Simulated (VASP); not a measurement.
Ba: single point with RPBE+D3(BJ)

Ba:

```
Ba
1.0
    -2.47262    2.47262    2.47262
     2.47262   -2.47262    2.47262
     2.47262    2.47262   -2.47262
Ba
1
Direct
  0.00000 0.00000 0.00000
```

This cell differs from its parent crystal: volume scaled by 0.96.

```json
{
 "Program": "VASP 6.6.1",
 "Task": "single point",
 "Functional": "RPBE",
 "Dispersion": "D3(BJ)",
 "Potentials or basis": "VASP PAW PBE potentials, release 64 (Ba_sv)",
 "Cutoff": "520 eV",
 "k mesh": "6 × 6 × 6",
 "Occupations": "gaussian, width 0.1 eV",
 "Spin": "non-collinear spin, zero start, spin-orbit coupling",
 "Starting moments": "[[0.0, 0.0, 0.0]] μB"
}
```

```
Pressure                                              : -5.8 GPa
Net moment                                            : 0.00 μB per cell
Valence electrons inside the program's atomic spheres : Ba 7.92
Dispersion energy per atom                            : -1.389 eV
```

Moments on the atoms (μB; x, y, z):
```
Ba  0.00 0.00 0.00
```

It took 71 s on 1 thread of Intel Xeon 8259CL, on a shared host, peak memory 0.31 GiB.

Caveat: the PAW data sets were made with another functional, which shifts forces and pressure a little.
